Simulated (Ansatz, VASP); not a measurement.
Two plane-wave programs on Ti6H

```
CELL_PARAMETERS angstrom
5.66395 0.00000 0.00000
0.00000 4.57935 0.00000
0.00000 0.00000 24.55069
ATOMIC_POSITIONS crystal
Ti 0.25000 0.00000 0.16293
Ti 0.75000 0.00000 0.16293
Ti 0.00000 0.50000 0.21677
Ti 0.50000 0.50000 0.21677
Ti 0.25000 0.00000 0.27062
Ti 0.75000 0.00000 0.27062
Ti 0.25000 0.50000 0.32566
Ti 0.75000 0.50000 0.32566
Ti 0.00000 0.00000 0.37797
Ti 0.50000 0.00000 0.37797
Ti 0.25000 0.50000 0.42975
Ti 0.75000 0.50000 0.42975
H 0.80270 0.00000 0.47415
H 0.19730 0.00000 0.47415
```

Alike in both runs: task single point; functional PBE; k mesh 5 × 6 × 1; occupations gaussian, width 0.1 eV; no spin polarisation.

|  | VASP | Ansatz |
| --- | --- | --- |
| version | VASP 6.6.1 | Ansatz 0.2.0 |
| potentials or method | VASP PAW PBE potentials, release 64 (Ti_sv, H), cutoff 520 eV | scalar-relativistic, plane waves, PAW |
| valence electrons in the cell | 146 | 146 |

```csv
,VASP,Ansatz,Ansatz less VASP
gap on the k mesh at the Fermi level (eV),none,none,-
rms of the force components (eV/Å),0.424,0.425,+0.0006
"work function, face that differs most (eV)",3.79,3.78,-0.004
```

Atom by atom the forces differ by 0.003 eV/Å (rms over components). A gap of «none» marks a metal or a gap that the smearing closes.
